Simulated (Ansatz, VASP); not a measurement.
**AlGa3P4 in VASP and in Ansatz**

```
CELL_PARAMETERS angstrom
5.32978 0.00000 0.00000
0.00000 5.32978 0.00000
0.00000 0.00000 5.32978
ATOMIC_POSITIONS crystal
Al 0.00000 0.00000 0.00000
Ga 0.50000 0.00000 0.50000
Ga 0.50000 0.50000 0.00000
Ga 0.00000 0.50000 0.50000
P 0.75000 0.25000 0.25000
P 0.75000 0.75000 0.75000
P 0.25000 0.25000 0.75000
P 0.25000 0.75000 0.25000
```

Alike in both runs: task relaxation of cell and atoms; functional PBE; k mesh 4 × 4 × 4; occupations gaussian, width 0.1 eV; no spin polarisation.

|  | VASP | Ansatz |
| --- | --- | --- |
| version | VASP 6.6.1 | Ansatz 0.2.0 |
| potentials or method | VASP PAW PBE potentials, release 64 (Al, Ga_d, P), cutoff 600 eV | scalar-relativistic, plane waves, PAW |
| valence electrons in the cell | 62 | 62 |

Ansatz gave:

```
gap on the k mesh at the Fermi level, each at its own relaxed structure (eV) : 1.65
relaxed volume (Å³/atom)                                                     : 20.78
relaxed length of the cell vector where the two differ most in proportion (Å)              : 5.498
```

Question: What did VASP give for the same quantities?

Answer: gap on the k mesh at the Fermi level, each at its own relaxed structure (eV): 1.64; relaxed volume (Å³/atom): 20.83; relaxed length of the cell vector where the two differ most in proportion (Å): 5.503.
